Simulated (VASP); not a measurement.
## Ti2C: relaxation of cell and atoms with PBEsol

Crystal: Ti2C.

```xyz
12
Lattice="0.0000 4.3125 4.3125 4.3125 0.0000 4.3125 4.3125 4.3125 0.0000" Properties=species:S:1:pos:R:3 pbc="T T T"
Ti    3.2867    5.3383    5.3383
Ti    3.2867    3.2867    3.2867
Ti    5.3383    5.3383    3.2867
Ti    5.4429    7.4946    5.4429
Ti    7.4946    7.4946    7.4946
Ti    7.4946    5.4429    5.4429
Ti    5.4429    5.4429    7.4946
Ti    5.3383    3.2867    5.3383
C     5.3906    5.3906    5.3906
C     5.3906    3.2344    3.2344
C     3.2344    3.2344    5.3906
C     3.2344    5.3906    3.2344
```

```yaml
Program: VASP 6.6.1
Task: relaxation of cell and atoms
Functional: PBEsol
Potentials_or_basis: VASP PAW PBE potentials, release 64 (Ti_sv, C)
Cutoff: 600 eV
k_mesh: 8 × 8 × 8
Occupations: gaussian, width 0.1 eV
Spin: no spin polarisation
Dipole_correction: no
Further_INCAR_settings: ALGO = Normal; EDIFF = 1e-07; IBRION = 2; EDIFFG = -0.005; NSW = 100; ISIF = 3
```

- Relaxed volume: 13.01 Å³/atom
- Relaxed cell: a = 6.044 Å, b = 6.044 Å, c = 6.044 Å, α = 60.00°, β = 60.00°, γ = 60.00°
- Space group after relaxing (to 0.1 Å): Fd-3m (No. 227)
- Energy gained by relaxing: 4.9 meV/atom
- Ionic steps: 6
- Pressure after relaxing: 0.0 GPa
- Band gap on the k mesh: zero (bands 56 and 57 overlap by 0.42 eV)

Step by step:
```
step  energy change (eV)  largest force (eV/Å)  pressure (GPa)  volume (Å³)
   1              0.0000                0.2203           -4.60       160.40
   2              0.0834                0.7329            7.50       151.66
   3             -0.0547                0.1239           -0.24       156.95
   4             -0.0547                0.1315           -0.16       156.88
   5             -0.0585                0.0399           -0.02       156.36
   6             -0.0589                0.0009            0.04       156.13
```

Final structure:
```
Ti C
1.0
     0.00000    4.27387    4.27387
     4.27387    0.00000    4.27387
     4.27387    4.27387    0.00000
Ti C
8 4
Direct
  0.85751 0.38083 0.38083
  0.38083 0.38083 0.38083
  0.38083 0.38083 0.85751
  0.86917 0.39249 0.86917
  0.86917 0.86917 0.86917
  0.39249 0.86917 0.86917
  0.86917 0.86917 0.39249
  0.38083 0.85751 0.38083
  0.62500 0.62500 0.62500
  0.12500 0.62500 0.62500
  0.62500 0.62500 0.12500
  0.62500 0.12500 0.62500
```

Levels at points of the mesh, in eV from the Fermi level:
```tsv
k point	band 54	band 55	band 56	band 57	band 58	band 59
(0.00, 0.00, 0.00)	-0.68	-0.68	0.30	0.73	0.73	0.73
(0.50, 0.00, 0.00)	-0.73	-0.73	-0.27	0.33	0.79	0.79
(0.50, 0.50, 0.00)	-0.64	-0.49	-0.49	0.36	0.36	0.46
```

Wall time 50 min on 1 thread of Intel(R) Xeon(R) Platinum 8488C (Sapphire Rapids), with other jobs on the host, peak memory 0.54 GiB.

Caveat: the PAW data sets were made with another functional, which shifts forces and pressure a little.
